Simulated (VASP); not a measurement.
# P in VASP: further runs

Aim: see how the results for P move with the level of theory and the settings. Levels: PBEsol, r2SCAN. Tasks: single point.

Program: VASP 6.6.1. These are calculated values, not measurements. Logs are shortened: lines on timing, memory, paths and dates and some standing lists are left out, and cuts for length are marked.

### 1 The cell of the first run

The cell holds a slab with vacuum, 4 atoms: a = 3.348 Å, b = 35.541 Å, c = 4.723 Å, α = 90.00°, β = 90.00°, γ = 90.00°.

### 2 Single point, PBEsol

File INCAR:

```
SYSTEM = P
ALGO = Normal
EDIFF = 1E-7
ENCUT = 520
GGA = PS
ISIF = 2
ISMEAR = -1
LASPH = .TRUE.
LCHARG = .FALSE.
LREAL = .FALSE.
LWAVE = .FALSE.
NBANDS = 18
NELM = 100
PREC = Accurate
SIGMA = 0.05
```

File KPOINTS:

```
k-points
0
G
  8 1 6
  0 0 0
```

File POSCAR:

```
P
1.0
    3.3481308887      0.0000000000      0.0000000000
    0.0000000000     35.5406757490      0.0000000000
    0.0000000000      0.0000000000      4.7229329649
P
4
Direct
    0.5000000000      0.9702614300      0.9078492800
    0.5000000000      0.0297385700      0.0921507200
    0.0000000000      0.0297385700      0.4078492800
    0.0000000000      0.9702614300      0.5921507200
```

Potentials or basis: VASP PAW PBE potentials, release 64 (P).

On the command line:

```
$ cat potpaw_PBE.64/P/POTCAR > POTCAR
$ mpirun -np 1 vasp_std > vasp.out
```

OUTCAR:

```text
SYSTEM = P
   EDIFF = 1E-7
   ENCUT = 520
   GGA = PS
   ISIF = 2
   ISMEAR = -1
   LASPH = .TRUE.
   LREAL = .FALSE.
   NELM = 100
   PREC = Accurate

 ion  position               nearest neighbor table
   1  0.500  0.970  0.908-   4 2.24   4 2.24   2 2.29
   2  0.500  0.030  0.092-   3 2.24   3 2.24   1 2.29
   3  0.000  0.030  0.408-   2 2.24   2 2.24   4 2.29
   4  0.000  0.970  0.592-   1 2.24   1 2.24   3 2.29

  LATTYP: Found a simple orthorhombic cell.
 ALAT       =     3.3481308887
 B/A-ratio  =     1.4106177811
 C/A-ratio  =    10.6150795565

  Lattice vectors:

 A1 = (  -3.3481308887,   0.0000000000,   0.0000000000)
 A2 = (   0.0000000000,   0.0000000000,   4.7229329649)
 A3 = (   0.0000000000,  35.5406757490,   0.0000000000)

Analysis of symmetry for initial positions (statically):
=====================================================================
 Subroutine PRICEL returns:
 Original cell was already a primitive cell.

 Routine SETGRP: Setting up the symmetry group for a
 simple orthorhombic supercell.

 Subroutine GETGRP returns: Found  8 space group operations
 (whereof  4 operations were pure point group operations)
 out of a pool of  8 trial point group operations.

The static configuration has the point symmetry C_2h.
 The point group associated with its full space group is D_2h.

Analysis of symmetry for dynamics (positions and initial velocities):
=====================================================================
 Subroutine PRICEL returns:
 Original cell was already a primitive cell.

 Routine SETGRP: Setting up the symmetry group for a
 simple orthorhombic supercell.

 Subroutine GETGRP returns: Found  8 space group operations
 (whereof  4 operations were pure point group operations)
 out of a pool of  8 trial point group operations.

The dynamic configuration has the point symmetry C_2h.
 The point group associated with its full space group is D_2h.

 Subroutine INISYM returns: Found  8 space group operations
 (whereof  4 operations are pure point group operations),
 and found     1 'primitive' translations

----------------------------------------------------------------------------------------

                                     Primitive cell

  volume of cell :     562.0046

  direct lattice vectors                    reciprocal lattice vectors
     3.348130889  0.000000000  0.000000000     0.298674106  0.000000000  0.000000000
     0.000000000 35.540675749  0.000000000     0.000000000  0.028136775  0.000000000
     0.000000000  0.000000000  4.722932965     0.000000000  0.000000000  0.211732838

  length of vectors
     3.348130889 35.540675749  4.722932965     0.298674106  0.028136775  0.211732838

  position of ions in fractional coordinates (direct lattice)
     0.500000000  0.970261430  0.907849280
     0.500000000  0.029738570  0.092150720
     0.000000000  0.029738570  0.407849280
     0.000000000  0.970261430  0.592150720

  ion indices of the primitive-cell ions
   primitive index   ion index
                 1           1
                 2           2
                 3           3
                 4           4

----------------------------------------------------------------------------------------

 KPOINTS: k-points

Automatic generation of k-mesh.
 Grid dimensions read from file:
 generate k-points for:    8    1    6

 Generating k-lattice:

  Cartesian coordinates                     Fractional coordinates (reciprocal lattice)
     0.037334263  0.000000000  0.000000000     0.125000000  0.000000000  0.000000000
     0.000000000  0.028136775  0.000000000     0.000000000  1.000000000  0.000000000
     0.000000000  0.000000000  0.035288806     0.000000000  0.000000000  0.166666667

  Length of vectors
     0.037334263  0.028136775  0.035288806

  Shift w.r.t. Gamma in fractional coordinates (k-lattice)
     0.000000000  0.000000000  0.000000000

 Subroutine IBZKPT returns following result:
 ===========================================

 Found     20 irreducible k-points:

 Following reciprocal coordinates:
            Coordinates               Weight
  0.000000  0.000000  0.000000      1.000000
  0.125000  0.000000  0.000000      2.000000
  0.250000  0.000000  0.000000      2.000000
  0.375000  0.000000  0.000000      2.000000
  0.500000  0.000000  0.000000      1.000000
  0.000000  0.000000  0.166667      2.000000
[... 12 lines left out ...]
  0.375000  0.000000  0.500000      2.000000
  0.500000  0.000000  0.500000      1.000000
   k-points           NKPTS =     20   k-points in BZ     NKDIM =     20   number of bands    NBANDS=     18
   number of dos      NEDOS =    301   number of ions     NIONS =      4
   total plane-waves  NPLWV = 272160
   dimension x,y,z NGX =    28 NGY =  270 NGZ =   36
   dimension x,y,z NGXF=    56 NGYF=  540 NGZF=   72
   ions per type =               4
   NGX,Y,Z   is equivalent  to a cutoff of  13.90, 12.63, 12.67 a.u.
   NGXF,Y,Z  is equivalent  to a cutoff of  27.81, 25.26, 25.34 a.u.
 SYSTEM =  P
   PREC   = accura    normal or accurate (medium, high low for compatibility)
   ISTART =      0    job   : 0-new  1-cont  2-samecut
   ICHARG =      2    charge: 1-file 2-atom 10-const
   ISPIN  =      1    spin polarized calculation?
   LNONCOLLINEAR =      F non collinear calculations
   LSORBIT =      F    spin-orbit coupling
   LASPH  =      T    aspherical Exc in radial PAW
   ENCUT  =  520.0 eV  38.22 Ry    6.18 a.u.   6.23 66.08  8.78*2*pi/ulx,y,z
   NELM   =    100;   NELMIN=  2; NELMDL= -5     # of ELM steps
   EDIFF  = 0.1E-06   stopping-criterion for ELM
   LREAL  =      F    real-space projection
   EDIFFG = 0.1E-05   stopping-criterion for IOM
   NSW    =      0    number of steps for IOM
   IBRION =     -1    ionic relax: 0-MD 1-quasi-New 2-CG
   NFREE  =      0    steps in history (QN), initial steepest desc. (CG)
   ISIF   =      2    stress and relaxation
   ISYM   =      2    0-nonsym 1-usesym 2-fastsym
   POTIM  = 0.5000    time-step for ionic-motion
   TEBEG  =    0.0;   TEEND  =   0.0 temperature during run
   PSTRESS=    0.0 pullay stress
   NELECT =      20.0000    total number of electrons
   NUPDOWN=      -1.0000    fix difference up-down
   EMIN   =  10.00;   EMAX   =-10.00  energy-range for DOS
   EFERMI =   0.00;   METHOD = LEGACY
   ISMEAR =    -1;   SIGMA  =   0.05  broadening in eV -4-tet -1-fermi 0-gaus
   EFERMI_NEDOS =   21; number of points for ismear=-14 and -15
   IALGO  =     38    algorithm
   IMIX   =      4    mixing-type and parameters
     AMIX     =   0.40;   BMIX     =  1.00
     AMIX_MAG =   1.60;   BMIX_MAG =  1.00
  volume/ion in A,a.u.               =     140.50       948.15
  Fermi-wavevector in a.u.,A,eV,Ry     =   0.538482  1.017584  3.945190  0.289963
  Thomas-Fermi vector in A             =   1.564731
   LORBIT       =      0    0 simple, 1 ext, 2 COOP (PROOUT), +10 PAW based schemes
   GGA     = PS    functional components
   LHFCALC =     F    Hartree Fock is set to
   AEXX    =    0.0000 exact exchange contribution
   IVDW    =     0    specifies the selected vdW correction
   LEPSILON=     F    determine dielectric tensor
   LRPA    =     F    only Hartree local field effects (RPA)
 non-spin polarized calculation
  energy-cutoff  :      520.00
  volume of cell :      562.00
 maximum number of plane-waves:     15189
 NGX is ok and might be reduce to    28
   NGX = 13   NGY =133   NGZ = 17

 number of electron      20.0000000 magnetization

 Free energy of the ion-electron system (eV)
  ---------------------------------------------------
  ext. energy  EPLUGINS =         0.00000000
  ---------------------------------------------------
  free energy    TOTEN  =       -22.74556625 eV

  energy without entropy =      -22.74556099  energy(sigma->0) =      -22.74556362

 E-fermi :  -3.1178     XC(G=0):  -1.7046

 val. band max:       -3.5931545764   @ k =   0.0000   0.0000   0.0000
 cond. band min:      -2.6597214666   @ k =   0.0000   0.0000   0.0000
 fundamental gap:      0.9334331098
 Fermi energy:        -3.1178377142

 k-point     1 :       0.0000    0.0000    0.0000
  band No.  band energies     occupation
      1     -18.2751      2.00000
      2     -15.9347      2.00000
      3     -12.7151      2.00000
      4      -9.1054      2.00000
      5      -8.3886      2.00000
      6      -7.9107      2.00000
[... 10 lines left out ...]
     17       1.5466      0.00000
     18       1.6857      0.00000

 k-point     2 :       0.1250    0.0000    0.0000
  band No.  band energies     occupation
      1     -18.0957      2.00000
      2     -15.7468      2.00000
      3     -12.7966      2.00000
      4      -8.9724      2.00000
      5      -8.5984      2.00000
      6      -7.7954      2.00000
[... 10 lines left out ...]
     17       1.3869      0.00000
     18       1.7556      0.00000

 k-point     3 :       0.2500    0.0000    0.0000
  band No.  band energies     occupation
      1     -17.5636      2.00000
      2     -15.1857      2.00000
      3     -13.2537      2.00000
      4      -9.7468      2.00000
      5      -8.8238      2.00000
      6      -8.6198      2.00000
[... 10 lines left out ...]
     17       1.9365      0.00000
     18       1.9468      0.00000

 k-point     4 :       0.3750    0.0000    0.0000
  band No.  band energies     occupation
      1     -16.7012      2.00000
      2     -14.2969      2.00000
      3     -14.2608      2.00000
      4     -11.4323      2.00000
      5      -8.9326      2.00000
      6      -8.2832      2.00000
[... 10 lines left out ...]
     17       2.7708      0.00000
     18       2.8236      0.00000

 k-point     5 :       0.5000    0.0000    0.0000
  band No.  band energies     occupation
      1     -15.5641      2.00000
      2     -15.5641      2.00000
      3     -12.9929      2.00000
      4     -12.9929      2.00000
      5      -8.4774      2.00000
      6      -8.4774      2.00000
[... 10 lines left out ...]
     17       3.0890      0.00000
     18       3.0890      0.00000

 k-point     6 :       0.0000    0.0000    0.1667
  band No.  band energies     occupation
      1     -18.1502      2.00000
      2     -16.1229      2.00000
      3     -12.6907      2.00000
      4      -9.8828      2.00000
      5      -7.8609      2.00000
      6      -7.4270      2.00000
[... 10 lines left out ...]
     17       1.5699      0.00000
     18       1.7336      0.00000

 k-point     7 :       0.1250    0.0000    0.1667
  band No.  band energies     occupation
      1     -17.9717      2.00000
      2     -15.9417      2.00000
      3     -12.7301      2.00000
      4      -9.8379      2.00000
      5      -8.0006      2.00000
      6      -7.9364      2.00000
[... 10 lines left out ...]
     17       1.5159      0.00000
     18       1.6703      0.00000

 k-point     8 :       0.2500    0.0000    0.1667
  band No.  band energies     occupation
      1     -17.4430      2.00000
      2     -15.4132      2.00000
      3     -13.0661      2.00000
      4     -10.1893      2.00000
      5      -9.0322      2.00000
      6      -8.4383      2.00000
[... 10 lines left out ...]
     17       2.0533      0.00000
     18       2.1384      0.00000
[... 145 lines left out ...]
     17       2.7171      0.00000
     18       2.7171      0.00000

 k-point    16 :       0.0000    0.0000    0.5000
  band No.  band energies     occupation
      1     -17.2440      2.00000
      2     -17.2440      2.00000
      3     -11.8487      2.00000
      4     -11.8487      2.00000
      5      -6.4118      2.00000
      6      -6.4118      2.00000
[... 10 lines left out ...]
     17       2.2688      0.00000
     18       2.2688      0.00000

 k-point    17 :       0.1250    0.0000    0.5000
  band No.  band energies     occupation
      1     -17.0707      2.00000
      2     -17.0707      2.00000
      3     -11.7943      2.00000
      4     -11.7943      2.00000
      5      -7.4230      2.00000
      6      -7.4230      2.00000
[... 10 lines left out ...]
     17       2.5463      0.00000
     18       2.5463      0.00000

 k-point    18 :       0.2500    0.0000    0.5000
  band No.  band energies     occupation
      1     -16.5654      2.00000
      2     -16.5654      2.00000
      3     -11.8707      2.00000
      4     -11.8707      2.00000
      5      -8.8544      2.00000
      6      -8.8544      2.00000
[... 10 lines left out ...]
     17       2.6276      0.00000
     18       2.6276      0.00000

 k-point    19 :       0.3750    0.0000    0.5000
  band No.  band energies     occupation
      1     -15.8059      2.00000
      2     -15.8059      2.00000
      3     -12.6468      2.00000
      4     -12.6468      2.00000
      5      -9.0388      2.00000
      6      -9.0388      2.00000
[... 10 lines left out ...]
     17       2.9021      0.00000
     18       2.9021      0.00000

 k-point    20 :       0.5000    0.0000    0.5000
  band No.  band energies     occupation
      1     -15.2542      2.00000
      2     -15.2542      2.00000
      3     -13.3355      2.00000
      4     -13.3355      2.00000
      5      -8.4141      2.00000
      6      -8.4141      2.00000
[... 10 lines left out ...]
     17       2.8829      0.00000
     18       2.8829      0.00000

------------------------ aborting loop because EDIFF is reached ----------------------------------------

  FORCE on cell =-STRESS in cart. coord.  units (eV):
  Direction    XX          YY          ZZ          XY          YZ          ZX
  --------------------------------------------------------------------------------------
  -------------------------------------------------------------------------------------
  Total       -3.1120715     -1.3469487     -2.1665793      0.0000000     -0.0000000      0.0000000
  in kB       -8.8719741     -3.8399161     -6.1765402      0.0000000     -0.0000000      0.0000000
  external PRESSURE =      -6.2961434 kB  Pullay stress =       0.0000000 kB

 VOLUME and BASIS-vectors are now :
 -----------------------------------------------------------------------------
  energy-cutoff  :      520.00
  volume of cell :      562.00
      direct lattice vectors                 reciprocal lattice vectors
     3.348130889  0.000000000  0.000000000     0.298674106  0.000000000  0.000000000
     0.000000000 35.540675749  0.000000000     0.000000000  0.028136775  0.000000000
     0.000000000  0.000000000  4.722932965     0.000000000  0.000000000  0.211732838

 POSITION                                       TOTAL-FORCE (eV/Angst)
 -----------------------------------------------------------------------------------
      1.67407     34.48375      4.28771        -0.000000      0.315216     -0.053821
      1.67407      1.05693      0.43522         0.000000     -0.315216      0.053821
      0.00000      1.05693      1.92624        -0.000000     -0.315216     -0.053821
      0.00000     34.48375      2.79669         0.000000      0.315216      0.053821
 -----------------------------------------------------------------------------------
    total drift:                               -0.000000      0.000000      0.000000

  FREE ENERGIE OF THE ION-ELECTRON SYSTEM (eV)
  ---------------------------------------------------
  free  energy   TOTEN  =       -22.7455662474 eV

  energy  without entropy=      -22.7455609946  energy(sigma->0) =      -22.74556362
```

Wall time 3.6 min (1 thread of Intel Xeon 6975P-C (Granite Rapids), shared host); peak memory 0.64 GiB.

Results:

| Quantity | Value |
| --- | --- |
| Free energy | -22.7456 eV |
| Largest force | 0.320 eV/Å |
| Band gap on the k mesh | 0.93 eV |

Forces in eV/Å, atoms in the order of the input:
```
P    0.000  0.315 -0.054
P    0.000 -0.315  0.054
P    0.000 -0.315 -0.054
P    0.000  0.315  0.054
```

Levels at points of the mesh, in eV from the valence-band top:
```csv
k point,band 6,band 7,band 8,band 9,band 10,band 11,band 12,band 13,band 14,band 15
"(0.00, 0.00, 0.00)",-4.32,-3.32,-1.82,-1.53,0.00,0.93,1.48,2.42,3.14,4.50
"(0.50, 0.00, 0.00)",-4.88,-2.67,-2.67,-1.91,-1.91,1.15,1.15,2.22,2.22,3.70
"(0.00, 0.00, 0.50)",-2.82,-2.57,-2.57,-1.35,-1.35,1.87,1.87,3.59,3.59,3.60
"(0.50, 0.00, 0.50)",-4.82,-4.44,-4.44,-1.06,-1.06,2.27,2.27,3.65,3.65,5.13
```

Caveat: there is no dipole correction, which matters where the two faces differ; the PAW data sets were made with another functional, which shifts forces and pressure a little.

### 3 Single point, r2SCAN

This run uses another cell than the first one.

File POSCAR:

```
P
1.0
    3.2166940593      0.0000000000      0.0000000000
    0.0000000000     34.1454633489      0.0000000000
    0.0000000000      0.0000000000      4.5375258363
P
4
Direct
    0.5000000000      0.9702614300      0.9078492800
    0.5000000000      0.0297385700      0.0921507200
    0.0000000000      0.0297385700      0.4078492800
    0.0000000000      0.9702614300      0.5921507200
```

File INCAR.step1:

```
SYSTEM = P
ALGO = Normal
EDIFF = 1E-4
ENCUT = 520
GGA = PE
ISMEAR = -1
LASPH = .True.
LCHARG = .False.
LREAL = .False.
LWAVE = .True.
NBANDS = 18
NELM = 80
PREC = Accurate
SIGMA = 0.05
```

File INCAR.step2:

```
SYSTEM = P
ALGO = Normal
EDIFF = 1E-6
ENCUT = 520
ISIF = 2
ISMEAR = -1
ISTART = 1
LASPH = .True.
LCHARG = .False.
LMIXTAU = .True.
LREAL = .False.
LWAVE = .False.
METAGGA = R2SCAN
NBANDS = 18
NELM = 80
PREC = Accurate
SIGMA = 0.05
```

File KPOINTS:

```
k-points
0
Gamma
  8 1 6
  0 0 0
```

Potentials or basis: VASP PAW PBE potentials, release 64 (P).

On the command line:

```
$ cat potpaw_PBE.64/P/POTCAR > POTCAR
$ cp INCAR.step1 INCAR
$ mpirun -np 1 vasp_std > vasp.out
$ cp INCAR.step2 INCAR
$ mpirun -np 1 vasp_std > vasp.out
```

Wall time 9.3 min (1 thread of Intel Xeon 6975P-C (Granite Rapids), shared host); peak memory 0.61 GiB.

Results (log left out):

| Quantity | Value |
| --- | --- |
| Free energy | -35.7110 eV |
| Largest force | 0.576 eV/Å |
| Band gap on the k mesh | 1.09 eV (least direct gap 1.09 eV) |

Forces on the atoms (eV/Å):
```
P    0.000 -0.456  0.351
P    0.000  0.456 -0.351
P    0.000  0.456  0.351
P    0.000 -0.456 -0.351
```

Levels at points of the mesh, in eV from the valence-band top:
| k point | band 8 | band 9 | band 10 | band 11 | band 12 | band 13 |
| --- | --- | --- | --- | --- | --- | --- |
| (0.00, 0.00, 0.00) | -2.07 | -1.85 | -0.01 | 1.09 | 1.84 | 3.16 |
| (0.50, 0.00, 0.00) | -3.01 | -2.13 | -2.13 | 1.47 | 1.47 | 2.48 |
| (0.00, 0.00, 0.50) | -2.97 | -1.51 | -1.51 | 2.55 | 2.55 | 4.15 |
| (0.50, 0.00, 0.50) | -4.89 | -1.17 | -1.17 | 2.63 | 2.63 | 4.19 |

Caveat: there is no dipole correction, which matters where the two faces differ; the PAW data sets were made with another functional, which shifts forces and pressure a little.
